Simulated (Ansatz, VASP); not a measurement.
## Li2S in VASP and in Ansatz

```
CELL_PARAMETERS angstrom
4.02273 0.00000 0.00000
2.01137 3.48379 0.00000
2.01137 1.16126 3.28455
ATOMIC_POSITIONS crystal
Li 0.25000 0.25000 0.25000
Li 0.75000 0.75000 0.75000
S 0.00000 0.00000 0.00000
```

Alike in both runs: task relaxation of cell and atoms; functional LDA; k mesh 6 × 6 × 6; no spin polarisation.

```csv
,VASP,Ansatz
version,VASP 6.6.1,Ansatz 0.2.0
potentials or method,"VASP PAW LDA potentials, release 64 (Li_sv, S), cutoff 750 eV","plane waves, PAW"
occupations,"gaussian, width 0.01 eV",fixed
valence electrons in the cell,12,12
```

```csv
,VASP,Ansatz,Ansatz less VASP
relaxed volume (Å³/atom),14.38,14.38,0.000
relaxed cell length with the largest relative difference (Å),3.936,3.936,0.0000
```

LDA's correlation is that of Perdew and Zunger in VASP and of Perdew and Wang (1992) in Ansatz.
